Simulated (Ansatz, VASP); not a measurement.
One calculation of Cd, two programs

```
Cd
1.0
     0.00000    2.25132    2.25132
     2.25132    0.00000    2.25132
     2.25132    2.25132    0.00000
Cd
1
Direct
  0.00000 0.00000 0.00000
```

Alike in both runs: functional PBE; k mesh 8 × 8 × 8; occupations gaussian, width 0.1 eV; no spin polarisation.

Ansatz relaxed the structure, and its values are those at the end. VASP's run is a single point on that final structure, the one shown.

|  | VASP | Ansatz |
| --- | --- | --- |
| version | VASP 6.6.1 | Ansatz 0.2.0 |
| potentials or method | VASP PAW PBE potentials, release 64 (Cd), cutoff 500 eV | scalar-relativistic, plane waves, PAW |
| valence electrons in the cell | 12 | 20 |

Ansatz gave:

* gap on the k mesh at the Fermi level (eV): none
* pressure (GPa): 0.1

Which values does VASP return?

gap on the k mesh at the Fermi level (eV): none; pressure (GPa): 0.3.

A gap of «none» marks a metal or a gap that the smearing closes. With one functional, cell and mesh, what is left measures potentials, basis and numerics. VASP's potentials hold 12 valence electrons a cell and Ansatz's 20, so a difference there can come from the potentials and not from the codes.
